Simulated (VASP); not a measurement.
A run of VASP 6.6.1:

INCAR

```
PREC = Accurate
ENCUT = 600
EDIFF = 1E-6
ISMEAR = 0
SIGMA = 0.1
LREAL = F
LASPH = T
NELM = 60
ALGO = Normal
ISIF = 3
LWAVE = F
LCHARG = F
GGA = PE
IBRION = 2
NSW = 100
EDIFFG = -0.01
```

Contents of KPOINTS:

```
Automatic mesh
0
Gamma
  24 24 20
```

File POSCAR:

```
Ge
1.0
    2.8999896408      0.0000000000      0.0000000000
   -1.4499948204      2.5114646996      0.0000000000
    0.0000000000      0.0000000000      2.6482953940
Ge
1
Direct
    0.0000000000      0.0000000000      0.5000000000
```

Potentials or basis: VASP PAW PBE potentials, release 64 (Ge_d).

The run is started by

```sh
$ cat potpaw_PBE.64/Ge_d/POTCAR > POTCAR
$ mpirun -np 1 vasp_std > vasp.out
```

Hardware: 1 thread of Intel(R) Xeon(R) Platinum 8375C CPU @ 2.90GHz (Ice Lake) (shared host).

Problem. Estimate the wall time of this run.

Solution. Wall time 5.1 min on 1 thread of Intel(R) Xeon(R) Platinum 8375C CPU @ 2.90GHz (Ice Lake) (shared host), peak memory 0.29 GiB. Counts: scf iterations 38, k points 671, ion steps 7.
